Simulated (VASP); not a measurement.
Ag: single point with revPBE

The system is Ag.

```xyz
1
Lattice="2.7096 0.0000 0.0000 0.0000 2.7096 0.0000 0.0000 0.0000 2.7096" Properties=species:S:1:pos:R:3 pbc="T T T"
Ag    0.0000    0.0000    0.0000
```

This isn't the form of Ag at room conditions, which is fcc.

```
Program                : VASP 6.6.1
Task                   : single point
Functional             : revPBE
Potentials or basis    : VASP PAW PBE potentials, release 64 (Ag)
Cutoff                 : 520 eV
k mesh                 : 18 × 18 × 18
Occupations            : fermi-dirac, width 0.1 eV
Spin                   : no spin polarisation
Dipole correction      : no
Further INCAR settings : ALGO = Normal; EDIFF = 1e-07; NBANDS = 12
```

The pressure is 5.8 GPa. The band gap on the k mesh is zero (an odd number of electrons rules out a gap without spin polarisation).

Levels at points of the mesh, in eV from the Fermi level:
| k point | band 2 | band 3 | band 4 | band 5 | band 6 | band 7 | band 8 | band 9 |
| --- | --- | --- | --- | --- | --- | --- | --- | --- |
| (0.00, 0.00, 0.00) | -5.93 | -5.93 | -2.83 | -2.83 | -2.83 | 14.26 | 14.26 | 14.26 |
| (0.50, 0.00, 0.00) | -5.29 | -3.84 | -3.84 | -2.74 | -0.60 | 1.82 | 17.16 | 19.14 |
| (0.50, 0.50, 0.00) | -5.11 | -3.66 | -3.66 | -2.02 | 3.92 | 3.92 | 7.80 | 9.65 |
| (0.50, 0.50, 0.50) | -5.37 | -5.37 | -1.96 | -1.96 | 8.72 | 8.72 | 8.72 | 10.18 |

Wall time 46 s on 1 thread of Intel Xeon 8259CL, with other jobs on the host, peak memory 0.17 GiB.

Caveat: the cell stands under pressure; the PAW data sets were made with another functional, which shifts forces and pressure a little.
